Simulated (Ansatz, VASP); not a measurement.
## Two plane-wave programs on KCl

File POSCAR:

```
KCl
1.0
    3.9857477641      0.0000000000      0.0000000000
    0.0000000000      3.9857477641      0.0000000000
    0.0000000000      0.0000000000      3.7711682885
K Cl
1 1
Direct
    0.0000000000      0.0000000000      0.0000000000
    0.5000000000      0.5000000000      0.5000000000
```

Contents of INCAR.step1:

```
ALGO = Normal
EDIFF = 1E-4
ENCUT = 520
GGA = PE
ISMEAR = 0
LASPH = True
LCHARG = False
LREAL = False
LWAVE = True
NBANDS = 15
NELM = 100
PREC = Accurate
SIGMA = 0.01
```

Contents of INCAR.step2:

```
ALGO = Normal
EDIFF = 1E-6
ENCUT = 520
ISIF = 2
ISMEAR = 0
ISTART = 1
LASPH = True
LCHARG = True
LELF = True
LMIXTAU = True
LREAL = False
LVHAR = True
LWAVE = False
METAGGA = R2SCAN
NBANDS = 15
NELM = 100
PREC = Accurate
SIGMA = 0.01
```

The input KPOINTS:

```
k-points
0
Gamma
  8 8 8
```

Input for Ansatz:

```yaml
crystal:
  lattice:
    - [3.9857477641, 0.0, 0.0]
    - [0.0, 3.9857477641, 0.0]
    - [0.0, 0.0, 3.7711682885]
  atoms:
    - { symbol: K, position: [0.0, 0.0, 0.0] }
    - { symbol: Cl, position: [0.5, 0.5, 0.5] }
kpoints:
  mp_grid: { grid: [8, 8, 8] }
  band_path:
    path: [[0.0, 0.0, 0.0], [0.0, 0.5, 0.0], [0.5, 0.5, 0.0], [0.5, 0.5, 0.5]]
    npoints: 1
hamiltonian:
  xc: r2scan
scf:
  occupations: { method: fixed }
  n_extra_bands: 4
output:
  forces: true
  stress: true
  eigenvalues: true
  write_density: true
  write_potential: true
  elf: true
  volumetric_format: npy
```

Change from the starting cell: biaxial_xy strain +5.7%.

Alike in both runs: task single point; functional r2SCAN; k mesh 8 × 8 × 8; no spin polarisation.

|  | VASP | Ansatz |
| --- | --- | --- |
| version | VASP 6.6.1 | Ansatz 0.2.0 |
| potentials or method | VASP PAW PBE potentials, release 64 (K_sv, Cl) | plane waves, PAW |
| plane-wave cutoff (eV) | 520 | 500 |
| occupations | gaussian, width 0.01 eV | fixed |
| valence electrons in the cell | 16 | 16 |

VASP gave:

```
gap on the k mesh at the Fermi level (eV)                     : 5.11
pressure (GPa)                                                : -2.0
traceless stress, the component that is largest in VASP (GPa) : 1.54
```

What did Ansatz give for the same quantities?

gap on the k mesh at the Fermi level (eV): 5.11; pressure (GPa): -1.9; traceless stress, the component that is largest in VASP (GPa): 1.54.

VASP's potentials were made for PBE, not for r2SCAN.
